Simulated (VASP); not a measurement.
# Se (R-3m) in VASP: notebook

Runs on Se. Level: r2SCAN+D3(BJ). Tasks: single point.

Everything below comes from runs of VASP 6.6.1. Logs are shortened: lines on timing, memory, paths and dates and some standing lists are left out, and cuts for length are marked.

## 1. The cell of the first run

Symmetry: R-3m, No. 166, trigonal system. Conventional cell: a = 3.882 Å, b = 3.882 Å, c = 2.667 Å, α = 90.00°, β = 90.00°, γ = 120.00°. Se (site symmetry -3m) has 14 Se at 2.41 to 2.86 Å within 3.2 Å.

## 2. Single point, r2SCAN+D3(BJ)

Input file POSCAR:

```
Se
1.0
    1.9409098124      1.1205855405      0.8889568594
   -1.9409098124      1.1205855405      0.8889568594
    0.0000000000     -2.2411710810      0.8889568594
Se
1
Direct
    0.0000000000      0.0000000000      0.0000000000
```

Input file INCAR.step1:

```
  PREC = Accurate
  ENCUT = 520
  ISMEAR = 1
  SIGMA = 0.1
  LREAL = False
  LASPH = True
  NELM = 60
  NBANDS = 9
  GGA = PE
  ALGO = Normal
  EDIFF = 1E-4
  LWAVE = True
  LCHARG = False
```

Input file INCAR.step2:

```
  PREC = Accurate
  ENCUT = 520
  EDIFF = 1E-6
  ISMEAR = 1
  SIGMA = 0.1
  LREAL = False
  LASPH = True
  NELM = 60
  ALGO = Normal
  ISIF = 2
  LWAVE = False
  LCHARG = False
  METAGGA = R2SCAN
  LMIXTAU = True
  IVDW = 12
  VDW_S6 = 1.0
  VDW_S8 = 0.78981345
  VDW_A1 = 0.49484001
  VDW_A2 = 5.73083694
  NBANDS = 9
  ISTART = 1
```

Input file KPOINTS:

```
Automatic mesh
0
Gamma
  13 13 13
```

Potentials or basis: VASP PAW PBE potentials, release 64 (Se).

The run is started by

```console
cat potpaw_PBE.64/Se/POTCAR > POTCAR
cp INCAR.step1 INCAR
mpirun -np 1 vasp_std > vasp.out
cp INCAR.step2 INCAR
mpirun -np 1 vasp_std > vasp.out
```

OUTCAR:

```text
PREC = Accurate
   ENCUT = 520
   EDIFF = 1E-6
   ISMEAR = 1
   LREAL = False
   LASPH = True
   NELM = 60
   ISIF = 2
   METAGGA = R2SCAN
   IVDW = 12
   ISTART = 1
 IVDW          = 12

 ion  position               nearest neighbor table
   1  0.000  0.000  0.000-

  LATTYP: Found a trigonal (rhomboedric) cell.
 ALAT       =     2.4110344567
 COS(alpha) =    -0.2960861593

  Lattice vectors:

 A1 = (   1.9409098124,   1.1205855405,   0.8889568594)
 A2 = (  -1.9409098124,   1.1205855405,   0.8889568594)
 A3 = (   0.0000000000,  -2.2411710810,   0.8889568594)

Analysis of symmetry for initial positions (statically):
=====================================================================
 Subroutine PRICEL returns:
 Original cell was already a primitive cell.

 Routine SETGRP: Setting up the symmetry group for a
 trigonal (rhombohedral) supercell.

 Subroutine GETGRP returns: Found 12 space group operations
 (whereof 12 operations were pure point group operations)
 out of a pool of 12 trial point group operations.

The static configuration has the point symmetry D_3d.

Analysis of symmetry for dynamics (positions and initial velocities):
=====================================================================
 Subroutine PRICEL returns:
 Original cell was already a primitive cell.

 Routine SETGRP: Setting up the symmetry group for a
 trigonal (rhombohedral) supercell.

 Subroutine GETGRP returns: Found 12 space group operations
 (whereof 12 operations were pure point group operations)
 out of a pool of 12 trial point group operations.

The dynamic configuration has the point symmetry D_3d.

 Subroutine INISYM returns: Found 12 space group operations
 (whereof 12 operations are pure point group operations),
 and found     1 'primitive' translations

----------------------------------------------------------------------------------------

                                     Primitive cell

  volume of cell :      11.6006

  direct lattice vectors                    reciprocal lattice vectors
     1.940909812  1.120585541  0.888956859     0.257611145  0.148731766  0.374971327
    -1.940909812  1.120585541  0.888956859    -0.257611145  0.148731766  0.374971327
     0.000000000 -2.241171081  0.888956859     0.000000000 -0.297463532  0.374971327

  length of vectors
     2.411034457  2.411034457  2.411035485     0.478631525  0.478631525  0.478631434

  position of ions in fractional coordinates (direct lattice)
     0.000000000  0.000000000  0.000000000

  ion indices of the primitive-cell ions
[... 79 lines left out ...]
   NFREE  =      0    steps in history (QN), initial steepest desc. (CG)
   ISIF   =      2    stress and relaxation
   ISYM   =      2    0-nonsym 1-usesym 2-fastsym
   POTIM  = 0.5000    time-step for ionic-motion
   TEBEG  =    0.0;   TEEND  =   0.0 temperature during run
   PSTRESS=    0.0 pullay stress
   NELECT =       6.0000    total number of electrons
   NUPDOWN=      -1.0000    fix difference up-down
   EMIN   =  10.00;   EMAX   =-10.00  energy-range for DOS
   EFERMI =   0.00;   METHOD = LEGACY
   ISMEAR =     1;   SIGMA  =   0.10  broadening in eV -4-tet -1-fermi 0-gaus
   EFERMI_NEDOS =   21; number of points for ismear=-14 and -15
   IALGO  =     38    algorithm
   IMIX   =      4    mixing-type and parameters
     AMIX     =   0.40;   BMIX     =  1.00
     AMIX_MAG =   1.60;   BMIX_MAG =  1.00
  volume/ion in A,a.u.               =      11.60        78.29
  Fermi-wavevector in a.u.,A,eV,Ry     =   1.314108  2.483305 23.495636  1.726881
  Thomas-Fermi vector in A             =   2.444384
   LORBIT       =      0    0 simple, 1 ext, 2 COOP (PROOUT), +10 PAW based schemes
   METAGGA = R2SCAN    functional components
   LHFCALC =     F    Hartree Fock is set to
   AEXX    =    0.0000 exact exchange contribution
   IVDW    =    12    specifies the selected vdW correction
   LEPSILON=     F    determine dielectric tensor
   LRPA    =     F    only Hartree local field effects (RPA)
 non-spin polarized calculation
 Methfessel and Paxton  Order N= 1 SIGMA  =   0.10
  energy-cutoff  :      520.00
  volume of cell :       11.60
 maximum number of plane-waves:       333
 NGX is ok and might be reduce to    18
   NGX =  9   NGY =  9   NGZ =  9

 number of electron       6.0000000 magnetization

 Free energy of the ion-electron system (eV)
  ---------------------------------------------------
  ext. energy  EPLUGINS =         0.00000000
  ---------------------------------------------------
  free energy    TOTEN  =       -11.19889142 eV

  energy without entropy =      -11.19863933  energy(sigma->0) =      -11.19880739

 E-fermi :  14.3518     XC(G=0): -14.1209

 val. band max:       14.3508213893   @ k =  -0.4615   0.0769   0.0769
 cond. band min:      14.3539399796   @ k =   0.4615   0.2308   0.0769
 fundamental gap:      0.0031185903
 Fermi energy:        14.3517788325

 k-point     1 :       0.0000    0.0000    0.0000
  band No.  band energies     occupation
      1      -9.9571      2.00000
      2      19.7517      0.00000
      3      22.1839      0.00000
      4      22.1839      0.00000
      5      27.0759      0.00000
      6      27.0759      0.00000
      7      29.6897      0.00000
      8      33.9548      0.00000
      9      33.9549      0.00000
[... 265 lines left out ...]
 k-point    24 :       0.4615    0.1538   -0.0000
  band No.  band energies     occupation
      1      -2.1495      2.00000
      2       1.7648      2.00000
      3      11.6933      2.00000
      4      17.3673      0.00000
      5      24.7755      0.00000
      6      29.3698      0.00000
      7      35.1546      0.00000
      8      36.4636      0.00000
      9      41.6760      0.00000

 [... further k-points ...]

------------------------ aborting loop because EDIFF is reached ----------------------------------------

 Edisp (eV)   -0.35834

 E8    (eV) :    -0.1137

  FORCE on cell =-STRESS in cart. coord.  units (eV):
  Direction    XX          YY          ZZ          XY          YZ          ZX
  --------------------------------------------------------------------------------------
  -------------------------------------------------------------------------------------
  Total      10.23006    10.23007    10.53730     0.00000     0.00000    -0.00000
  in kB    1412.88342  1412.88528  1455.31652     0.00000     0.00000    -0.00000
  external pressure =     1427.03 kB  Pullay stress =        0.00 kB

 VOLUME and BASIS-vectors are now :
 -----------------------------------------------------------------------------
  energy-cutoff  :      520.00
  volume of cell :       11.60
      direct lattice vectors                 reciprocal lattice vectors
     1.940909812  1.120585541  0.888956859     0.257611145  0.148731766  0.374971327
    -1.940909812  1.120585541  0.888956859    -0.257611145  0.148731766  0.374971327
     0.000000000 -2.241171081  0.888956859     0.000000000 -0.297463532  0.374971327

 POSITION                                       TOTAL-FORCE (eV/Angst)
 -----------------------------------------------------------------------------------
      0.00000      0.00000      0.00000         0.000000      0.000000     -0.000000
 -----------------------------------------------------------------------------------
    total drift:                               -0.000000     -0.000000      0.000000

  FREE ENERGIE OF THE ION-ELECTRON SYSTEM (eV)
  ---------------------------------------------------
  free  energy   TOTEN  =       -11.5572345826 eV

  energy  without entropy=      -11.5569824918  energy(sigma->0) =      -11.55715055
```

Run time: 37 s. Hardware: 1 thread of Intel Xeon Platinum 8488C (Sapphire Rapids), shared host; peak memory 0.15 GiB.

What came out:

| Item | Value |
| --- | --- |
| Free energy | -11.5572 eV |
| Pressure | 142.7 GPa |
| Band gap on the k mesh | zero (band 3 reaches 22.18 eV, above the bottom of band 4 at 7.10 eV) |
| Dispersion energy per atom | -0.358 eV |

Stress tensor (GPa, compression positive):
```
141.29   0.00   0.00
  0.00 141.29   0.00
  0.00   0.00 145.53
```

Caveat: the PAW data sets were made with another functional, which shifts forces and pressure a little; pairwise dispersion overbinds metals, which lowers pressure and volume.

## 3. Single point, r2SCAN+D3(BJ)

This run uses another cell than the first one, of 11.88 Å³/atom, 1.024 times its volume.

Input file POSCAR:

```
Se
1.0
    1.9565629869      1.1296229110      0.8961261759
   -1.9565629869      1.1296229110      0.8961261759
    0.0000000000     -2.2592458219      0.8961261759
Se
1
Direct
    0.0000000000      0.0000000000      0.0000000000
```

Input file INCAR.step1:

```
  PREC = Accurate
  ENCUT = 520
  ISMEAR = 1
  SIGMA = 0.1
  LREAL = F
  LASPH = T
  NELM = 80
  NBANDS = 9
  GGA = PE
  ALGO = Normal
  EDIFF = 1E-4
  LWAVE = T
  LCHARG = F
```

Input file INCAR.step2:

```
  PREC = Accurate
  ENCUT = 520
  EDIFF = 1E-6
  ISMEAR = 1
  SIGMA = 0.1
  LREAL = F
  LASPH = T
  NELM = 80
  ALGO = Normal
  ISIF = 2
  LWAVE = F
  LCHARG = F
  METAGGA = R2SCAN
  LMIXTAU = T
  IVDW = 12
  VDW_S6 = 1.0
  VDW_S8 = 0.78981345
  VDW_A1 = 0.49484001
  VDW_A2 = 5.73083694
  NBANDS = 9
  ISTART = 1
```

KPOINTS is that of step 2.

Potentials or basis: VASP PAW PBE potentials, release 64 (Se).

The run is started by

```console
cat potpaw_PBE.64/Se/POTCAR > POTCAR
cp INCAR.step1 INCAR
mpirun -np 1 vasp_std > vasp.out
cp INCAR.step2 INCAR
mpirun -np 1 vasp_std > vasp.out
```

It took 38 s on 1 thread of Intel Xeon Platinum 8488C (Sapphire Rapids), shared host; peak memory 0.15 GiB.

The run converged. Its results:

```
Free energy                : -11.7975 eV
Pressure                   : 129.5 GPa
Band gap on the k mesh     : zero (band 3 reaches 21.45 eV, above the bottom of band 4 at 6.83 eV)
Dispersion energy per atom : -0.350 eV
```

Stress tensor (GPa, compression positive):
```
127.97   0.00   0.00
  0.00 127.97   0.00
  0.00   0.00 132.66
```

Levels at points of the mesh, in eV from the Fermi level:
```tsv
k point	band 1	band 2	band 3	band 4	band 5	band 6	band 7
(0.00, 0.00, 0.00)	-23.92	5.18	7.56	7.56	12.65	12.65	15.20
```

Caveat: the PAW data sets were made with another functional, which shifts forces and pressure a little; pairwise dispersion overbinds metals, which lowers pressure and volume.

(Continued in part 2 of 2.)
